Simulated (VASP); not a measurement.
Here is a VASP 6.6.1 calculation.

Contents of INCAR:

```
ALGO = Normal ; EDIFF = 1E-6
ENCUT = 520 ; GGA = PE
ISIF = 2 ; ISMEAR = 0
LASPH = T ; LCHARG = F
LREAL = F ; LWAVE = F
NBANDS = 22 ; NELM = 100
PREC = Accurate ; SIGMA = 0.1
```

KPOINTS

```
k-points
0
Gamma
  6 6 4
```

Contents of POSCAR:

```
Zn2S
1.0
    4.1478493085      0.0000000000      0.0000000000
   -2.0739246542      3.5921428723      0.0000000000
    0.0000000000      0.0000000000      3.7227031681
Zn S
2 1
Direct
    0.3333333333      0.6666666667      0.5000000000
    0.6666666667      0.3333333333      0.5000000000
    0.0000000000      0.0000000000      0.0000000000
```

Potentials or basis: VASP PAW PBE potentials, release 64 (Zn, S).

Command:

```sh
$ cat potpaw_PBE.64/Zn/POTCAR potpaw_PBE.64/S/POTCAR > POTCAR
$ mpirun -np 1 vasp_std > vasp.out
```

Problem. Estimate the band gap on the k mesh.

Solution. Zero (band 15 reaches 4.04 eV, above the bottom of band 16 at 0.04 eV).

Problem. What does it give for the pressure?

Solution. 0.3 GPa.

Stress tensor (GPa, compression positive):
```
0.41 0.00 0.00
0.00 0.41 0.00
0.00 0.00 0.06
```

Caveat: the k points lie up to 0.42 Å⁻¹ apart.
